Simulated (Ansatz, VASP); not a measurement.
Two plane-wave programs on RbBr

Contents of INCAR:

```
PREC = Accurate
ENCUT = 520
EDIFF = 1E-6
ISMEAR = 0
SIGMA = 0.05
LREAL = F
LASPH = T
NELM = 100
ALGO = Normal
ISIF = 2
LWAVE = F
LCHARG = F
GGA = PE
NBANDS = 15
```

Contents of KPOINTS:

```
regular mesh
0
Gamma
  8 8 8
```

File POSCAR:

```
RbBr
1.0
    0.0164094015      3.5563137919      3.5039998287
    3.5581624707     -0.0207568079      3.5411660381
    3.5097648653      3.5450823959      0.0276407975
Rb Br
1 1
Direct
    0.4997910811      0.4958831902      0.4846832113
    0.0002089189      0.0041168098      0.0153167887
```

Input for Ansatz:

```yaml
crystal:
  lattice:
    - [0.0164094015, 3.5563137919, 3.5039998287]
    - [3.5581624707, -0.0207568079, 3.5411660381]
    - [3.5097648653, 3.5450823959, 0.0276407975]
  atoms:
    - { symbol: Rb, position: [0.4997910811, 0.4958831902, 0.4846832113] }
    - { symbol: Br, position: [0.0002089189, 0.0041168098, 0.0153167887] }
basis:
  ecutwfc: 420
  ecutrho_ratio: 4
kpoints:
  mp_grid: { grid: [8, 8, 8] }
hamiltonian:
  xc: pbe
scf:
  occupations: { method: gaussian, width: 0.05 }
output:
  forces: true
  stress: true
  eigenvalues: true
```

Change from the starting cell: all atoms moved at random (sigma 0.06 Å), cell strained at random (1 %).

Alike in both runs: task single point; functional PBE; k mesh 8 × 8 × 8; occupations gaussian, width 0.05 eV; no spin polarisation.

|  | VASP | Ansatz |
| --- | --- | --- |
| version | VASP 6.6.1 | Ansatz 0.2.0 |
| potentials or method | VASP PAW PBE potentials, release 64 (Rb_sv, Br), cutoff 520 eV | scalar-relativistic, plane waves, PAW |
| valence electrons in the cell | 16 | 16 |

Ansatz gave:

* gap on the k mesh at the Fermi level (eV): 4.14
* least direct gap on the mesh (eV): 4.14
* pressure (GPa): -0.1
* traceless stress, the component that is largest in VASP (GPa): -0.15
* rms of the force components (eV/Å): 0.081

Question: Estimate VASP's values.

Answer: gap on the k mesh at the Fermi level (eV): 4.13; least direct gap on the mesh (eV): 4.13; pressure (GPa): -0.1; traceless stress, the component that is largest in VASP (GPa): -0.16; rms of the force components (eV/Å): 0.082.

Atom by atom the forces differ by 0.001 eV/Å (rms over components).
